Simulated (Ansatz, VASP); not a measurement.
# Two plane-wave programs on GaN

INCAR

```
PREC = Accurate
ENCUT = 520
EDIFF = 1E-8
ISMEAR = 0
SIGMA = 0.05
LREAL = F
LASPH = T
NELM = 60
ALGO = Normal
ISIF = 2
LWAVE = F
LCHARG = F
GGA = PS
LEFG = T
NBANDS = 26
```

KPOINTS

```
Automatic mesh
0
Gamma
  12 12 8
```

POSCAR

```
GaN
1.0
    3.1826298538      0.0000000000      0.0000000000
   -1.5913149269      2.7562383042      0.0000000000
    0.0000000000      0.0000000000      5.1853752320
Ga N
2 2
Direct
    0.3333333333      0.6666666667     -0.0008090187
    0.6666666667      0.3333333333      0.4991909813
    0.3333333333      0.6666666667      0.3758090187
    0.6666666667      0.3333333333      0.8758090187
```

Input for Ansatz:

```yaml
crystal:
  lattice:
    - [3.1826298538, 0.0, 0.0]
    - [-1.5913149269, 2.7562383042, 0.0]
    - [0.0, 0.0, 5.185375232]
  atoms:
    - { symbol: Ga, position: [0.3333333333, 0.6666666667, -0.0008090187] }
    - { symbol: Ga, position: [0.6666666667, 0.3333333333, 0.4991909813] }
    - { symbol: "N", position: [0.3333333333, 0.6666666667, 0.3758090187] }
    - { symbol: "N", position: [0.6666666667, 0.3333333333, 0.8758090187] }
basis:
  ecutwfc: 420
  ecutrho_ratio: 4
kpoints:
  mp_grid: { grid: [12, 12, 8] }
hamiltonian:
  xc: pbesol
scf:
  occupations: { method: gaussian, width: 0.05 }
  n_extra_bands: 30
output:
  forces: true
  stress: true
  eigenvalues: true
  optics: { de: 0.05 }
  efg: {}
```

Alike in both runs: task electric field gradients; functional PBEsol; k mesh 12 × 12 × 8; occupations gaussian, width 0.05 eV; no spin polarisation.

```csv
,VASP,Ansatz
version,VASP 6.6.1,Ansatz 0.2.0
potentials or method,"VASP PAW PBE potentials, release 64 (Ga_d, N), cutoff 520 eV","scalar-relativistic, plane waves, PAW"
valence electrons in the cell,36,36
```

|  | VASP | Ansatz | Ansatz less VASP |
| --- | --- | --- | --- |
| gap on the k mesh at the Fermi level (eV) | 1.89 | 1.88 | -0.019 |
| least direct gap on the mesh (eV) | 1.89 | 1.88 | -0.019 |
| pressure (GPa) | -0.2 | 0.0 | +0.21 |

VASP's potentials were made for PBE, not for PBEsol.
